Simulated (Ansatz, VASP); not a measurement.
**Si in VASP and in Ansatz**

File INCAR:

```
SYSTEM = Si
  PREC = Accurate
  ENCUT = 520
  EDIFF = 1E-6
  ISMEAR = 0
  SIGMA = 0.15
  LREAL = .FALSE.
  LASPH = .TRUE.
  NELM = 100
  ALGO = Normal
  ISIF = 2
  LWAVE = .FALSE.
  LCHARG = .TRUE.
  LELF = .TRUE.
  LVHAR = .TRUE.
  NBANDS = 16
```

File KPOINTS:

```
regular mesh
0
G
  14 14 14
  0 0 0
```

File POSCAR:

```
Si
1.0
    0.0330919282      2.6473542551      4.5885893296
    2.4320087322      0.0304001092      4.5885893296
    2.4651006604      2.6777543643      0.0000000000
Si
4
Direct
    0.7297169282      0.2702830718      0.7297169282
    0.2702830718      0.7297169282      0.2702830718
    0.7744251954      0.7744251954      0.2255748046
    0.2255748046      0.2255748046      0.7744251954
```

Input for Ansatz:

```yaml
crystal:
  lattice:
    - [0.0330919282, 2.6473542551, 4.5885893296]
    - [2.4320087322, 0.0304001092, 4.5885893296]
    - [2.4651006604, 2.6777543643, 0.0]
  atoms:
    - { symbol: Si, position: [0.7297169282, 0.2702830718, 0.7297169282] }
    - { symbol: Si, position: [0.2702830718, 0.7297169282, 0.2702830718] }
    - { symbol: Si, position: [0.7744251954, 0.7744251954, 0.2255748046] }
    - { symbol: Si, position: [0.2255748046, 0.2255748046, 0.7744251954] }
basis:
  ecutwfc: 420
kpoints:
  mp_grid: { grid: [14, 14, 14] }
hamiltonian:
  xc: lda
scf:
  occupations: { method: gaussian, width: 0.15 }
output:
  forces: true
  stress: true
  eigenvalues: true
```

Change from the starting cell: strain +0.0250 x Voigt [0, 0, 0, 0, 0, 1], atoms carried along.

Alike in both runs: task single point; functional LDA; k mesh 14 × 14 × 14; occupations gaussian, width 0.15 eV; no spin polarisation.

|  | VASP | Ansatz |
| --- | --- | --- |
| version | VASP 6.6.1 | Ansatz 0.2.0 |
| potentials or method | VASP PAW LDA potentials, release 64 (Si), cutoff 520 eV | scalar-relativistic, plane waves, PAW |
| valence electrons in the cell | 16 | 16 |

|  | VASP | Ansatz | Ansatz less VASP |
| --- | --- | --- | --- |
| gap on the k mesh at the Fermi level (eV) | none | none | - |
| pressure (GPa) | 0.1 | 0.0 | -0.08 |
| traceless stress, the component that is largest in VASP (GPa) | -2.11 | -2.11 | 0.000 |
| rms of the force components (eV/Å) | 0.009 | 0.009 | -0.0001 |

LDA's correlation is that of Perdew and Zunger in VASP and of Perdew and Wang (1992) in Ansatz. Atom by atom the forces differ by 0.000 eV/Å (rms over components). A gap of «none» marks a metal or a gap that the smearing closes.
